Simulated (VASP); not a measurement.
# MnO (P6_3mc) in VASP: further runs, part 2 of 2

VASP 6.6.1.

### Step 3. Relaxation of shape and atoms at fixed volume, RPBE+U, collinear spin, ferromagnetic start

INCAR

```
ALGO = Normal
EDIFF = 1E-6
EDIFFG = -0.02
ENCUT = 600
GGA = RP
IBRION = 2
ISIF = 4
ISMEAR = 0
ISPIN = 2
LASPH = T
LCHARG = F
LDAU = T
LDAUJ = 0 0
LDAUL = 2 -1
LDAUPRINT = 1
LDAUTYPE = 2
LDAUU = 3.9 0
LMAXMIX = 4
LORBIT = 11
LREAL = F
LWAVE = F
MAGMOM = 4.47 4.47 0 0
NELM = 150
NSW = 60
PREC = Accurate
SIGMA = 0.05
```

KPOINTS

```
k-points
0
Gamma
  8 8 4
```

POSCAR

```
MnO
1.0
    3.4583727421      0.0000000000      0.0000000000
   -1.7291863711      2.9950386504      0.0000000000
    0.0000000000      0.0000000000      5.1189423252
Mn O
2 2
Direct
    0.3333333333      0.6666666667     -0.0107135985
    0.6666666667      0.3333333333      0.4892864015
    0.3333333333      0.6666666667      0.3971435985
    0.6666666667      0.3333333333      0.8971435985
```

Potentials or basis: VASP PAW PBE potentials, release 64 (Mn_pv, O).

Run with:

```console
$ cat potpaw_PBE.64/Mn_pv/POTCAR potpaw_PBE.64/O/POTCAR > POTCAR
$ mpirun -np 1 vasp_std > vasp.out
```

OUTCAR:

```text
EDIFF = 1E-6
   EDIFFG = -0.02
   ENCUT = 600
   GGA = RP
   IBRION = 2
   ISIF = 4
   ISMEAR = 0
   ISPIN = 2
   LASPH = T
   LORBIT = 11
   LREAL = F
   NELM = 150
   NSW = 60
   PREC = Accurate

 ion  position               nearest neighbor table
   1  0.333  0.667  0.989-   4 2.05   4 2.05   4 2.05   3 2.09
   2  0.667  0.333  0.489-   3 2.05   3 2.05   3 2.05   4 2.09
   3  0.333  0.667  0.397-   2 2.05   2 2.05   2 2.05   1 2.09
   4  0.667  0.333  0.897-   1 2.05   1 2.05   1 2.05   2 2.09

  LATTYP: Found a hexagonal cell.
 ALAT       =     3.4583727421
 C/A-ratio  =     1.4801592272

  Lattice vectors:

 A1 = (   3.4583727421,   0.0000000000,   0.0000000000)
[... 468 lines left out ...]
 Free energy of the ion-electron system (eV)
  ---------------------------------------------------
  ext. energy  EPLUGINS =         0.00000000
  ---------------------------------------------------
  free energy    TOTEN  =       -29.68843631 eV

  energy without entropy =      -29.68818017  energy(sigma->0) =      -29.68830824

 E-fermi :   5.1290     XC(G=0): -10.2873

 val. band max:        5.0799783144   @ k =   0.3750   0.2500   0.5000
 cond. band min:       5.7802000846   @ k =   0.1250   0.0000   0.0000
 fundamental gap:      0.7002217701
 Fermi energy:         5.1290092205

 spin component 1

 k-point     1 :       0.0000    0.0000    0.0000
  band No.  band energies     occupation
      1     -44.6384      1.00000
      2     -44.6384      1.00000
      3     -44.6370      1.00000
      4     -44.6192      1.00000
      5     -44.6191      1.00000
      6     -44.5836      1.00000
[... 1466 lines left out ...]
  FREE ENERGIE OF THE ION-ELECTRON SYSTEM (eV)
  ---------------------------------------------------
  free  energy   TOTEN  =       -29.6884363116 eV

  energy  without entropy=      -29.6881801728  energy(sigma->0) =      -29.68830824

 reached required accuracy - stopping structural energy minimisation

 total charge

# of ion       s       p       d       tot
------------------------------------------
    1        0.213   6.187   4.938  11.337
    2        0.213   6.187   4.938  11.337
    3        1.555   3.463   0.000   5.018
    4        1.555   3.463   0.000   5.018
--------------------------------------------------
tot          3.536  19.300   9.876  32.711

 magnetization (x)

# of ion       s       p       d       tot
------------------------------------------
    1        0.036   0.039   4.550   4.625
    2        0.036   0.039   4.550   4.625
    3        0.018   0.095   0.000   0.113
    4        0.018   0.095   0.000   0.113
--------------------------------------------------
tot          0.107   0.268   9.101   9.476
```

OSZICAR:

```text
N       E                     dE             d eps       ncg     rms          rms(c)
DAV:   1     0.487862045923E+03    0.48786E+03   -0.23634E+04  3248   0.183E+03
DAV:   2     0.131048885730E+02   -0.47476E+03   -0.44686E+03  3357   0.504E+02
DAV:   3    -0.307427006092E+02   -0.43848E+02   -0.43070E+02  3507   0.158E+02
DAV:   4    -0.318033407301E+02   -0.10606E+01   -0.10538E+01  3485   0.257E+01
[... 282 lines left out ...]
DAV:   3    -0.296894729643E+02    0.50033E-03   -0.47428E-03  3672   0.719E-01    0.235E-01
DAV:   4    -0.296884489617E+02    0.10240E-02   -0.10726E-03  4017   0.365E-01    0.120E-01
DAV:   5    -0.296884321365E+02    0.16825E-04   -0.29710E-04  3613   0.141E-01    0.556E-02
DAV:   6    -0.296884355617E+02   -0.34252E-05   -0.16870E-05  3315   0.502E-02    0.304E-02
DAV:   7    -0.296884363116E+02   -0.74988E-06   -0.37838E-06  3417   0.203E-02
  29 F= -.29688436E+02 E0= -.29688308E+02  d E =-.260844E-02  mag=    10.0000
```

Wall time 38 min (1 thread of Intel Xeon Platinum 8175M at 2.50GHz (Skylake/Cascade Lake), shared host); peak memory 0.25 GiB.

Results:

```
Free energy                                           : -29.6884 eV
Energy gained by relaxing                             : 45.3 meV/atom
Ionic steps                                           : 29
Pressure after relaxing                               : 6.2 GPa
Largest force after relaxing                          : 0.018 eV/Å
Band gap on the k mesh                                : zero (filled and empty bands overlap)
Net moment                                            : 10.00 μB per cell
Site moments                                          : Mn +4.62; O +0.11 μB
Valence electrons inside the program's atomic spheres : Mn 11.34; O 5.02
```

Forces on the atoms (eV/Å):
```
Mn   0.000  0.000 -0.018
Mn   0.000  0.000 -0.018
O    0.000  0.000  0.018
O    0.000  0.000  0.018
```

The path:
| step | energy change (eV) | largest force (eV/Å) | pressure (GPa) | volume (Å³) |
| --- | --- | --- | --- | --- |
| 1 | 0.0000 | 0.0571 | 12.66 | 53.02 |
| 2 | -0.0013 | 0.0639 | 12.60 | 53.02 |
| 3 | -0.0054 | 0.0911 | 12.31 | 53.02 |
| 4 | -0.0140 | 0.1471 | 11.68 | 53.02 |
| 5 | -0.0345 | 0.2731 | 10.33 | 53.02 |
| 6 | -0.0919 | 0.5074 | 7.79 | 53.02 |
| 7 | 0.2557 | 1.0958 | 12.91 | 53.02 |
| 8 | -0.0649 | 0.6888 | 8.08 | 53.02 |
| 9 | -0.0803 | 0.5364 | 7.83 | 53.02 |
| 10 | -0.0857 | 0.6842 | 7.57 | 53.02 |
| 11 | -0.0866 | 0.6396 | 7.62 | 53.02 |
| 12 | -0.0858 | 0.6168 | 7.66 | 53.02 |
| 13 | -0.0859 | 0.6133 | 7.66 | 53.02 |
| 14 | -0.0863 | 0.6025 | 7.66 | 53.02 |
| 15 | -0.0869 | 0.5805 | 7.67 | 53.02 |
| 16 | -0.0871 | 0.5342 | 7.71 | 53.02 |
| 17 | -0.0879 | 0.5309 | 7.69 | 53.02 |
| 18 | -0.0904 | 0.5219 | 7.65 | 53.02 |
| 19 | -0.0953 | 0.5043 | 7.58 | 53.02 |
| 20 | -0.1045 | 0.4701 | 7.43 | 53.02 |
| 21 | -0.1210 | 0.4066 | 7.20 | 53.02 |
| 22 | -0.1472 | 0.2969 | 6.75 | 53.02 |
| 23 | -0.1751 | 0.1381 | 6.27 | 53.02 |
| 24 | -0.1785 | 0.0889 | 6.20 | 53.02 |
| 25 | -0.1785 | 0.0814 | 6.20 | 53.02 |
| 26 | -0.1785 | 0.0770 | 6.19 | 53.02 |
| 27 | -0.1789 | 0.0716 | 6.19 | 53.02 |
| 28 | -0.1801 | 0.0547 | 6.17 | 53.02 |
| 29 | -0.1811 | 0.0176 | 6.17 | 53.02 |

Final structure:
```yaml
crystal:
  lattice:
    - [3.69463, 0.00000, 0.00000]
    - [-1.84731, 3.19964, 0.00000]
    - [0.00000, 0.00000, 4.48521]
  atoms:
    - { symbol: Mn, position: [0.33333, 0.66667, 0.94381] }
    - { symbol: Mn, position: [0.66667, 0.33333, 0.44381] }
    - { symbol: O, position: [0.33333, 0.66667, 0.44262] }
    - { symbol: O, position: [0.66667, 0.33333, 0.94262] }
```

Eigenvalues of the final occupation matrices:
| site | spin | trace | eigenvalues |
| --- | --- | --- | --- |
| site 1 d | 1 | 4.76 | 0.94 0.94 0.95 0.95 0.97 |
| site 1 d | 2 | 0.20 | 0.02 0.02 0.04 0.04 0.07 |
| site 2 d | 1 | 4.76 | 0.94 0.94 0.95 0.95 0.97 |
| site 2 d | 2 | 0.20 | 0.02 0.02 0.04 0.04 0.07 |

Caveat: the PAW data sets were made with another functional, which shifts forces and pressure a little; only a ferromagnetic start was run, and an antiferromagnetic order may lie lower in energy.
